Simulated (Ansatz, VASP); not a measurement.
**One calculation of Ge, two programs**

```
Ge
1.0
     4.00526    0.00000    0.00000
    -2.00263    3.46865    0.00000
     0.00000    0.00000   13.13788
Ge
8
Direct
  0.00000 0.00000 0.40676
  0.00000 0.00000 0.59324
  0.00000 0.00000 0.90676
  0.00000 0.00000 0.09324
  0.33333 0.66667 0.34419
  0.66667 0.33333 0.65581
  0.66667 0.33333 0.84419
  0.33333 0.66667 0.15581
```

Alike in both runs: functional PBEsol; k mesh 12 × 12 × 4; occupations gaussian, width 0.01 eV; no spin polarisation.

Ansatz relaxed the structure, and its values are those at the end. VASP's run is a single point on that final structure, the one shown.

|  | VASP | Ansatz |
| --- | --- | --- |
| version | VASP 6.6.1 | Ansatz 0.2.0 |
| potentials or method | VASP PAW PBE potentials, release 64 (Ge_d), cutoff 520 eV | scalar-relativistic, plane waves, PAW |
| valence electrons in the cell | 112 | 112 |

Ansatz gave:

- pressure (GPa): 0.0
- rms of the force components (eV/Å): 0.004

**Question.** Which values does VASP return?

**Answer.** Pressure (GPa): -0.1; rms of the force components (eV/Å): 0.003.

VASP's potentials were made for PBE, not for PBEsol.
